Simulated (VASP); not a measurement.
Set up this calculation in VASP 6.6.1, as the native input.

| Item | Value |
| --- | --- |
| Task | single point |
| Functional | PBEsol |
| Potentials or basis | VASP PAW PBE potentials, release 64 (Mo_sv, S) |
| Cutoff | 520 eV |
| k mesh | 12 × 12 × 2 |
| Occupations | gaussian, width 0.05 eV |
| Spin | no spin polarisation |
| Dipole correction | no |
| Further INCAR settings | ALGO = Normal; EDIFF = 1e-07; NBANDS = 35 |

The structure of MoS2 lies in POSCAR:

```
MoS2
1.0
    3.1414322073      0.0000000000      0.0000000000
   -1.5707161036      2.7205600958      0.0000000000
    0.0000000000      0.0000000000     12.5788196111
Mo S
2 4
Direct
    0.3524329020      0.6857662353      0.2500000000
    0.6666666667      0.3333333333      0.7500000000
    0.3333333333      0.6666666667      0.6260538431
    0.6666666667      0.3333333333      0.1260538431
    0.3333333333      0.6666666667      0.8739461569
    0.6666666667      0.3333333333      0.3739461569
```

This cell differs from its parent crystal: atom 1 (Mo) moved -0.060 Å towards its neighbour atom 1 (Mo) at 3.141 Å.

One way to write it, as run:

INCAR

```
  PREC = Accurate
  ENCUT = 520
  EDIFF = 1E-7
  ISMEAR = 0
  SIGMA = 0.05
  LREAL = False
  LASPH = True
  NELM = 60
  ALGO = Normal
  ISIF = 2
  LWAVE = False
  LCHARG = False
  GGA = PS
  NBANDS = 35
```

KPOINTS

```
regular mesh
0
Gamma
  12 12 2
```

Potentials or basis: VASP PAW PBE potentials, release 64 (Mo_sv, S).

Run with:

```sh
$ cat potpaw_PBE.64/Mo_sv/POTCAR potpaw_PBE.64/S/POTCAR > POTCAR
$ mpirun -np 1 vasp_std > vasp.out
```

It gave:

* Pressure: 0.1 GPa
* Largest force: 1.252 eV/Å
* Band gap on the k mesh: 0.97 eV (least direct gap 1.74 eV)

Caveat: the cell differs from its parent crystal (atom 1 (Mo) moved -0.060 Å towards its neighbour atom 1 (Mo) at 3.141 Å); the PAW data sets were made with another functional, which shifts forces and pressure a little; this functional lacks dispersion, which binds the layers, so the pressure and a relaxed spacing across them are unreliable.

Wall time 4 min on 1 thread of Intel(R) Xeon(R) Platinum 8559C (Emerald Rapids), on a shared host, peak memory 0.54 GiB.
